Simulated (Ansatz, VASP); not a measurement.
# One calculation of WC, two programs

Contents of POSCAR:

```
WC
1.0
    2.8672181576      0.0000000000      0.0000000000
   -1.4336090788      2.4830837627      0.0000000000
    0.0000000000      0.0000000000      2.7982628680
W C
1 1
Direct
    0.0000000000      0.0000000000      0.0000000000
    0.6666666667      0.3333333333      0.5000000000
```

INCAR.step1

```
  PREC = Accurate
  ENCUT = 520
  EDIFF = 1E-5
  ISMEAR = -1
  SIGMA = 0.05
  LREAL = False
  LASPH = True
  NELM = 60
  ALGO = Normal
  ISIF = 2
  LWAVE = True
  LCHARG = False
  GGA = PE
  NBANDS = 16
```

File INCAR.step2:

```
  PREC = Accurate
  ENCUT = 520
  EDIFF = 1E-6
  ISMEAR = -1
  SIGMA = 0.05
  LREAL = False
  LASPH = True
  NELM = 60
  ALGO = Normal
  ISIF = 2
  LWAVE = False
  LCHARG = False
  GGA = PE
  LHFCALC = True
  HFSCREEN = 0.2079
  PRECFOCK = Normal
  ISTART = 1
  NBANDS = 16
```

File KPOINTS:

```
regular mesh
0
Gamma
  6 6 6
```

The input input:

```
crystal:
  lattice:
    - [2.8672181576, 0.0, 0.0]
    - [-1.4336090788, 2.4830837627, 0.0]
    - [0.0, 0.0, 2.798262868]
  atoms:
    - { symbol: W, position: [0.0, 0.0, 0.0] }
    - { symbol: C, position: [0.6666666667, 0.3333333333, 0.5] }
hamiltonian:
  xc: hse06
  pseudopotentials: { kind: paw }
kpoints:
  mp_grid: { grid: [6, 6, 6] }
scf:
  occupations: { method: fermi_dirac, width: 0.05 }
output:
  forces: true
  stress: true
  eigenvalues: true
  write_density: true
  write_potential: true
  elf: true
  volumetric_format: npy
```

Alike in both runs: task single point; functional HSE06; k mesh 6 × 6 × 6; occupations fermi-dirac, width 0.05 eV; no spin polarisation.

|  | VASP | Ansatz |
| --- | --- | --- |
| version | VASP 6.6.1 | Ansatz 0.2.0 |
| potentials or method | VASP PAW PBE potentials, release 64 (W_sv, C) | Ansatz PAW |
| plane-wave cutoff (eV) | 520 | 420 |
| valence electrons in the cell | 18 | 18 |

|  | VASP | Ansatz | Ansatz less VASP |
| --- | --- | --- | --- |
| gap on the k mesh at the Fermi level (eV) | none | none | - |
| pressure (GPa) | 15.2 | 14.7 | -0.47 |
| traceless stress, the component that is largest in VASP (GPa) | -0.34 | -0.47 | -0.126 |

A gap of «none» marks a metal or a gap that the smearing closes.

The k mesh is coarse, so the values compare programs but aren't converged. Spin-orbit coupling is off throughout.
